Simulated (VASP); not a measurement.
Input of a VASP 6.6.1 run:

INCAR

```
SYSTEM = TiO2
PREC = Accurate
ENCUT = 600
EDIFF = 1E-7
ISMEAR = -1
SIGMA = 0.05
LREAL = .False.
LASPH = .True.
NELM = 120
ALGO = Normal
ISIF = 3
LWAVE = .False.
LCHARG = .False.
GGA = CA
IBRION = 2
NSW = 60
EDIFFG = -0.01
GGA_COMPAT = .False.
NELMIN = 4
```

The input KPOINTS:

```
Automatic mesh
0
Gamma
  8 8 6
  0 0 0
```

The input POSCAR:

```
TiO2
1.0
    2.7060340000     -2.7066550000      0.0000000000
    2.7060340000      2.7066550000      0.0000000000
   -2.6335310000      0.0000000000      4.7966370000
Ti O
2 4
Direct
    0.8658900000      0.1341100000      0.7500000000
    0.1341100000      0.8658900000      0.2500000000
    0.0887550000      0.3312210000      0.1671490000
    0.9112450000      0.6687790000      0.8328510000
    0.6687790000      0.9112450000      0.3328510000
    0.3312210000      0.0887550000      0.6671490000
```

Potentials or basis: VASP PAW LDA potentials, release 64 (Ti_sv, O).

Command:

```console
$ cat potpaw_LDA.64/Ti_sv/POTCAR potpaw_LDA.64/O/POTCAR > POTCAR
$ mpirun -np 1 vasp_std > vasp.out
```

What does it give for the relaxed volume?

11.05 Å³/atom.

Estimate the space group after relaxing (to 0.1 Å).

I4_1/amd (No. 141).

Predict the band gap on the k mesh.

2.09 eV (least direct gap 2.42 eV).

Step by step:
```tsv
step	energy change (eV)	largest force (eV/Å)	pressure (GPa)	volume (Å³)
1	0.0000	0.3147	-12.13	70.26
2	0.1547	0.8429	21.27	61.63
3	-0.1569	0.1336	-0.36	66.50
4	-0.1569	0.1350	-0.09	66.43
5	-0.1605	0.1073	0.07	66.28
6	-0.1605	0.1077	0.07	66.28
7	-0.1616	0.0760	0.04	66.29
8	-0.1625	0.0533	0.00	66.31
9	-0.1635	0.0169	0.01	66.32
10	-0.1642	0.0526	0.03	66.33
11	-0.1647	0.0213	-0.08	66.36
12	-0.1647	0.0210	-0.08	66.36
13	-0.1648	0.0207	0.15	66.30
14	-0.1648	0.0214	0.16	66.30
15	-0.1648	0.0206	0.14	66.31
16	-0.1650	0.0191	-0.01	66.35
17	-0.1650	0.0193	-0.07	66.37
18	-0.1651	0.0151	-0.05	66.36
19	-0.1652	0.0186	0.02	66.33
20	-0.1653	0.0100	0.04	66.32
```

A k mesh can miss the band edges.
